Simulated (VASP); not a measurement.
# Ti2Ge6Mo: single point with PBE

The system is Ti2Ge6Mo.

```
Ti Ge Mo
1.0
     4.74345    0.00000    0.00000
     2.37172    4.24238    0.00000
     2.37172    0.00000    7.14226
Ti Ge Mo
2 6 1
Direct
  0.33031 0.00000 0.33938
  0.66969 0.00000 0.66062
  0.99811 0.67541 0.32837
  0.66212 0.67575 0.00000
  0.32648 0.67541 0.67163
  0.67352 0.32459 0.32837
  0.33787 0.32425 0.00000
  0.00189 0.32459 0.67163
  0.00000 0.00000 0.00000
```

```
Program             : VASP 6.6.1
Task                : single point
Functional          : PBE
Potentials or basis : VASP PAW PBE potentials, release 64 (Ti_sv, Ge_d, Mo_sv)
Cutoff              : 520 eV
k mesh              : 6 × 6 × 6
Occupations         : gaussian, width 0.2 eV
Spin                : no spin polarisation
```

```
Pressure               : 0.2 GPa
Largest force          : 0.047 eV/Å
Band gap on the k mesh : zero (bands 61 and 62 overlap by 1.16 eV)
```

Forces in eV/Å, atoms in the order of the input:
```
Ti   0.000  0.000 -0.047
Ti   0.000  0.000  0.047
Ge   0.000 -0.002 -0.020
Ge   0.000 -0.002  0.000
Ge   0.000 -0.002  0.020
Ge   0.000  0.002 -0.020
Ge   0.000  0.002  0.000
Ge   0.000  0.002  0.020
Mo   0.000  0.000  0.000
```

Stress tensor (GPa, compression positive):
```
 0.36  0.00  0.00
 0.00  0.42  0.00
 0.00  0.00 -0.06
```

Levels at points of the mesh, in eV from the Fermi level:
```
           k point  band 58  band 59  band 60  band 61  band 62  band 63  band 64  band 65
(0.00, 0.00, 0.00)    -0.96    -0.91    -0.83    -0.69    -0.42     1.61     2.83     3.03
(0.50, 0.00, 0.00)    -1.03    -0.42    -0.25    -0.08     0.21     1.08     1.85     2.06
(0.00, 0.50, 0.00)    -0.42    -0.42    -0.21     0.27     0.31     0.74     0.87     1.50
(0.00, 0.00, 0.50)    -0.76    -0.65    -0.65    -0.58    -0.43     0.15     1.87     2.09
(0.00, 0.50, 0.50)    -0.09    -0.01     0.13     0.57     0.70     0.80     0.95     1.17
```

Wall time 6.7 min on 1 thread of Intel(R) Xeon(R) Platinum 8488C (Sapphire Rapids) (shared host), peak memory 0.5 GiB.
